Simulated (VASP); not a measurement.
# CdSe (Fm-3m) in VASP: electric field gradients with LDA

Aim: the electric field gradients of CdSe with LDA.

All numbers are computed with VASP 6.6.1; they aren't measurements. Logs are shortened: lines on timing, memory, paths and dates and some standing lists are left out, and cuts for length are marked.

## 1. The cell of the first run

The structure is cubic, space group Fm-3m (No. 225). The conventional cell has a = 5.748 Å, b = 5.748 Å, c = 5.748 Å, α = 90.00°, β = 90.00°, γ = 90.00°. Within 3.8 Å of Cd (site symmetry m-3m) lie 6 Se at 2.87 Å. Se (site symmetry m-3m) has 6 Cd at 2.87 Å within 3.8 Å.

## 2. Electric field gradients, LDA, non-collinear spin, typed start, spin-orbit coupling

Contents of INCAR:

```
SYSTEM = CdSe
PREC     = Accurate       ! precision mode
ENCUT    = 520            ! plane-wave cutoff, eV
EDIFF    = 1E-8           ! SCF threshold, eV
ISMEAR   = -1             ! smearing method
SIGMA    = 0.15           ! smearing width, eV
LREAL    = .False.        ! projectors in reciprocal space
LASPH    = .True.         ! aspherical terms in the spheres
NELM     = 150            ! most SCF steps
ALGO     = Normal         ! electronic algorithm
ISIF     = 2              ! what is computed and relaxed
LWAVE    = .False.        ! write WAVECAR
LCHARG   = .False.        ! write CHGCAR
MAGMOM   = 0.5 0 0 0 0 0  ! initial moments
LORBIT   = 11             ! projections on sites
LSORBIT  = .True.         ! spin-orbit coupling
GGA_COMPAT= .False.      
LORBMOM  = .True.       
GGA      = CA             ! functional
LEFG     = .True.       
NBANDS   = 30             ! bands
```

Contents of KPOINTS:

```
regular mesh
0
Gamma
  8 8 8
  0 0 0
```

Contents of POSCAR:

```
CdSe
1.0
    0.0000000000      2.8739580000      2.8739580000
    2.8739580000      0.0000000000      2.8739580000
    2.8739580000      2.8739580000      0.0000000000
Cd Se
1 1
Direct
    0.0000000000      0.0000000000      0.0000000000
    0.5000000000      0.5000000000      0.5000000000
```

Potentials or basis: VASP PAW LDA potentials, release 64 (Cd, Se).

Started as:

```
$ cat potpaw_LDA.64/Cd/POTCAR potpaw_LDA.64/Se/POTCAR > POTCAR
$ mpirun -np 1 vasp_ncl > vasp.out
```

OUTCAR:

```text
SYSTEM = CdSe
   PREC = Accurate
   ENCUT = 520
   EDIFF = 1E-8
   ISMEAR = -1
   LREAL = .False.
   LASPH = .True.
   NELM = 150
   ISIF = 2
   LORBIT = 11
   LSORBIT = .True.
   GGA = CA

 ion  position               nearest neighbor table
   1  0.000  0.000  0.000-   2 2.87   2 2.87   2 2.87   2 2.87   2 2.87   2 2.87
   2  0.500  0.500  0.500-   1 2.87   1 2.87   1 2.87   1 2.87   1 2.87   1 2.87

  LATTYP: Found a face centered cubic cell.
 ALAT       =     5.7479160000

  Lattice vectors:

 A1 = (   0.0000000000,   2.8739580000,   2.8739580000)
 A2 = (   2.8739580000,   0.0000000000,   2.8739580000)
 A3 = (   2.8739580000,   2.8739580000,   0.0000000000)

Analysis of symmetry for initial positions (statically):
=====================================================================
 Subroutine PRICEL returns:
 Original cell was already a primitive cell.

 Routine SETGRP: Setting up the symmetry group for a
 face centered cubic supercell.

 Subroutine GETGRP returns: Found 48 space group operations
 (whereof 48 operations were pure point group operations)
 out of a pool of 48 trial point group operations.

The static configuration has the point symmetry O_h .

Analysis of symmetry for dynamics (positions and initial velocities):
=====================================================================
 Subroutine PRICEL returns:
 Original cell was already a primitive cell.

 Routine SETGRP: Setting up the symmetry group for a
 face centered cubic supercell.

 Subroutine GETGRP returns: Found 48 space group operations
 (whereof 48 operations were pure point group operations)
 out of a pool of 48 trial point group operations.

The dynamic configuration has the point symmetry O_h .

Analysis of structural, dynamic, and magnetic symmetry:
=====================================================================
 Subroutine PRICEL returns:
 Original cell was already a primitive cell.

 Routine SETGRP: Setting up the symmetry group for a
 face centered cubic supercell.

 Subroutine GETGRP returns: Found  8 space group operations
 (whereof  8 operations were pure point group operations)
 out of a pool of 48 trial point group operations.

The overall configuration has the point symmetry C_4h.

 Subroutine INISYM returns: Found  8 space group operations
 (whereof  8 operations are pure point group operations),
 and found     1 'primitive' translations

----------------------------------------------------------------------------------------

                                     Primitive cell

  volume of cell :      47.4757

  direct lattice vectors                    reciprocal lattice vectors
     0.000000000  2.873958000  2.873958000    -0.173976098  0.173976098  0.173976098
     2.873958000  0.000000000  2.873958000     0.173976098 -0.173976098  0.173976098
     2.873958000  2.873958000  0.000000000     0.173976098  0.173976098 -0.173976098

  length of vectors
     4.064390381  4.064390381  4.064390381     0.301335442  0.301335442  0.301335442

  position of ions in fractional coordinates (direct lattice)
     0.000000000  0.000000000  0.000000000
     0.500000000  0.500000000  0.500000000

  ion indices of the primitive-cell ions
   primitive index   ion index
                 1           1
                 2           2

----------------------------------------------------------------------------------------

 KPOINTS: regular mesh

Automatic generation of k-mesh.
 Grid dimensions read from file:
 generate k-points for:    8    8    8

[... 922 lines left out ...]
  Total       -1.6428693     -1.6428752     -1.6428752      0.0000000     -0.0000000     -0.0000000
  in kB      -55.4424435    -55.4426406    -55.4426406      0.0000000     -0.0000005     -0.0000000
  external PRESSURE =     -55.4425749 kB  Pullay stress =       0.0000000 kB

 VOLUME and BASIS-vectors are now :
 -----------------------------------------------------------------------------
  energy-cutoff  :      520.00
  volume of cell :       47.48
      direct lattice vectors                 reciprocal lattice vectors
     0.000000000  2.873958000  2.873958000    -0.173976098  0.173976098  0.173976098
     2.873958000  0.000000000  2.873958000     0.173976098 -0.173976098  0.173976098
     2.873958000  2.873958000  0.000000000     0.173976098  0.173976098 -0.173976098

 POSITION                                       TOTAL-FORCE (eV/Angst)
 -----------------------------------------------------------------------------------
      0.00000      0.00000      0.00000         0.000000     -0.000000      0.000000
      2.87396      2.87396      2.87396        -0.000000      0.000000     -0.000000
 -----------------------------------------------------------------------------------
    total drift:                               -0.000000      0.000000      0.000000

  FREE ENERGIE OF THE ION-ELECTRON SYSTEM (eV)
  ---------------------------------------------------
  free  energy   TOTEN  =        -6.5920870434 eV

  energy  without entropy=       -6.5548736263  energy(sigma->0) =       -6.57348033

 Electric field gradients (V/A^2)
---------------------------------------------------------------------
 ion       V_xx      V_yy      V_zz      V_xy      V_xz      V_yz
---------------------------------------------------------------------
   1       0.000    -0.000    -0.000    -0.002    -0.002    -0.002
   2       0.000    -0.000    -0.000    -0.000    -0.000    -0.000
---------------------------------------------------------------------

 Electric field gradients after diagonalization (V/A^2)
 (convention: |V_zz| > |V_xx| > |V_yy|)
----------------------------------------------------------------------
 ion       V_xx      V_yy      V_zz     asymmetry (V_yy - V_xx)/ V_zz
----------------------------------------------------------------------
   1       0.002     0.002    -0.004       0.107
   2       0.000     0.000    -0.001       0.138
----------------------------------------------------------------------

           NMR quadrupolar parameters

 Cq : quadrupolar parameter    Cq=e*Q*V_zz/h
 eta: asymmetry parameters     (V_yy - V_xx)/ V_zz
 Q  : nuclear electric quadrupole moment in mb (millibarn)
----------------------------------------------------------------------
 ion       Cq(MHz)       eta       Q (mb)
----------------------------------------------------------------------
   1      -0.000       0.107       1.000
   2      -0.000       0.138       1.000
----------------------------------------------------------------------

 orbital moment (x)

 # of ion     p       d       tot
 ----------------------------------------
  1         0.000  -0.000  -0.000
  2         0.000  -0.000   0.000
 ----------------------------------------
            0.000  -0.000   0.000

 orbital moment (y)

 # of ion     p       d       tot
 ----------------------------------------
  1         0.000  -0.000  -0.000
  2         0.000   0.000   0.000
 ----------------------------------------
            0.000  -0.000  -0.000

 orbital moment (z)

 # of ion     p       d       tot
 ----------------------------------------
  1         0.000   0.000   0.000
  2         0.000   0.000   0.000
 ----------------------------------------
            0.000   0.000   0.000

 Spin-Orbit-Coupling matrix elements

 Ion:    1  E_soc:     -0.0562527
 l=   1
     0.0000000    -0.0022501    -0.0022501
    -0.0022501     0.0000000    -0.0022501
    -0.0022501    -0.0022501     0.0000000
 l=   2
     0.0000000    -0.0014462     0.0000000    -0.0014462    -0.0056791
    -0.0014462     0.0000000    -0.0042593    -0.0014462    -0.0014198
     0.0000000    -0.0042593     0.0000000    -0.0042593     0.0000000
    -0.0014462    -0.0014462    -0.0042593     0.0000000    -0.0014198
    -0.0056791    -0.0014198     0.0000000    -0.0014198     0.0000000
 l=   3
     0.0000000     0.0000000     0.0000000     0.0000000     0.0000000     0.0000000     0.0000000
     0.0000000     0.0000000     0.0000000     0.0000000     0.0000000     0.0000000     0.0000000
     0.0000000     0.0000000     0.0000000     0.0000000     0.0000000     0.0000000     0.0000000
     0.0000000     0.0000000     0.0000000     0.0000000     0.0000000     0.0000000     0.0000000
     0.0000000     0.0000000     0.0000000     0.0000000     0.0000000     0.0000000     0.0000000
     0.0000000     0.0000000     0.0000000     0.0000000     0.0000000     0.0000000     0.0000000
     0.0000000     0.0000000     0.0000000     0.0000000     0.0000000     0.0000000     0.0000000

 Ion:    2  E_soc:     -0.0466230
 l=   1
     0.0000000    -0.0077652    -0.0077652
    -0.0077652     0.0000000    -0.0077652
    -0.0077652    -0.0077652     0.0000000
 l=   2
     0.0000000    -0.0000004     0.0000000    -0.0000004    -0.0000048
    -0.0000004     0.0000000    -0.0000036    -0.0000004    -0.0000012
     0.0000000    -0.0000036     0.0000000    -0.0000036     0.0000000
    -0.0000004    -0.0000004    -0.0000036     0.0000000    -0.0000012
    -0.0000048    -0.0000012     0.0000000    -0.0000012     0.0000000
 l=   3
     0.0000000     0.0000000     0.0000000     0.0000000     0.0000000     0.0000000     0.0000000
     0.0000000     0.0000000     0.0000000     0.0000000     0.0000000     0.0000000     0.0000000
     0.0000000     0.0000000     0.0000000     0.0000000     0.0000000     0.0000000     0.0000000
     0.0000000     0.0000000     0.0000000     0.0000000     0.0000000     0.0000000     0.0000000
     0.0000000     0.0000000     0.0000000     0.0000000     0.0000000     0.0000000     0.0000000
     0.0000000     0.0000000     0.0000000     0.0000000     0.0000000     0.0000000     0.0000000
     0.0000000     0.0000000     0.0000000     0.0000000     0.0000000     0.0000000     0.0000000

 total charge

# of ion       s       p       d       tot
------------------------------------------
    1        0.429   0.235   9.551  10.215
    2        1.471   2.311   0.019   3.801
--------------------------------------------------
tot          1.900   2.546   9.570  14.016

 magnetization (x)

# of ion       s       p       d       tot
------------------------------------------
    1       -0.000  -0.000   0.000   0.000
    2       -0.000  -0.000  -0.000  -0.000
--------------------------------------------------
tot         -0.000  -0.000   0.000   0.000

 magnetization (y)

# of ion       s       p       d       tot
------------------------------------------
    1        0.000   0.000   0.000   0.000
    2        0.000   0.000   0.000   0.000
--------------------------------------------------
tot          0.000   0.000   0.000   0.000

 magnetization (z)

# of ion       s       p       d       tot
------------------------------------------
    1        0.000   0.000   0.000   0.000
    2        0.000   0.000   0.000   0.000
--------------------------------------------------
tot          0.000   0.000   0.000   0.000
```

It took 6.6 min on 1 thread of Intel Xeon 8259CL, shared host; peak memory 0.33 GiB.

What came out:

```
Free energy                                           : -6.5921 eV
Pressure                                              : -5.5 GPa
Net moment                                            : 0.00 μB per cell
Largest electric field gradient by atom               : under 0.05 V/Å² on every atom
Valence electrons inside the program's atomic spheres : Cd 10.21; Se 3.80
```

Moments on the atoms (μB; x, y, z):
```
Cd  0.00 0.00 0.00
Se  0.00 0.00 0.00
```

Caveat: the cell stands under tension.
